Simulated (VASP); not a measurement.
A run of VASP 6.6.1 is set up as follows.

INCAR

```
ALGO     = Normal         # electronic algorithm
EDIFF    = 1E-6           # SCF threshold, eV
EDIFFG   = -0.01          # ionic threshold
ENCUT    = 600            # plane-wave cutoff, eV
GGA      = PE             # functional
IBRION   = 2              # ionic algorithm
ISIF     = 4              # what is computed and relaxed
ISMEAR   = 0              # smearing method
LASPH    = True           # aspherical terms in the spheres
LCHARG   = False          # write CHGCAR
LREAL    = False          # projectors in reciprocal space
LWAVE    = False          # write WAVECAR
NELM     = 80             # most SCF steps
NSW      = 50             # ionic steps
PREC     = Accurate       # precision mode
SIGMA    = 0.02           # smearing width, eV
```

Contents of KPOINTS:

```
k-points
0
Gamma
  6 6 6
```

POSCAR

```
BaTiO3
1.0
    2.7503989769      1.5879435897      2.2472882049
   -2.7503989769      1.5879435897      2.2472882049
    0.0000000000     -3.1758871794      2.2472882049
Ba Ti O
1 1 3
Direct
    0.0012937342      0.0012937342      0.0012937342
    0.4953272758      0.4953272758      0.4953272758
    0.5069161544      0.5069161544      0.0087466812
    0.0087466812      0.5069161544      0.5069161544
    0.5069161544      0.0087466812      0.5069161544
```

Potentials or basis: VASP PAW PBE potentials, release 64 (Ba_sv, Ti_sv, O).

Launch:

```console
$ cat potpaw_PBE.64/Ba_sv/POTCAR potpaw_PBE.64/Ti_sv/POTCAR potpaw_PBE.64/O/POTCAR > POTCAR
$ mpirun -np 1 vasp_std > vasp.out
```

Problem. What does it give for the band gap on the k mesh?

Solution. 1.91 eV (least direct gap 1.96 eV).

Forces on the atoms (eV/Å):
```
Ba   0.000  0.000  0.009
Ti   0.000  0.000 -0.001
O    0.000 -0.009 -0.003
O    0.008  0.004 -0.003
O   -0.008  0.004 -0.003
```

Caveat: spin-orbit coupling is left out, which moves the levels of the heavy elements. A k mesh can miss the band edges.
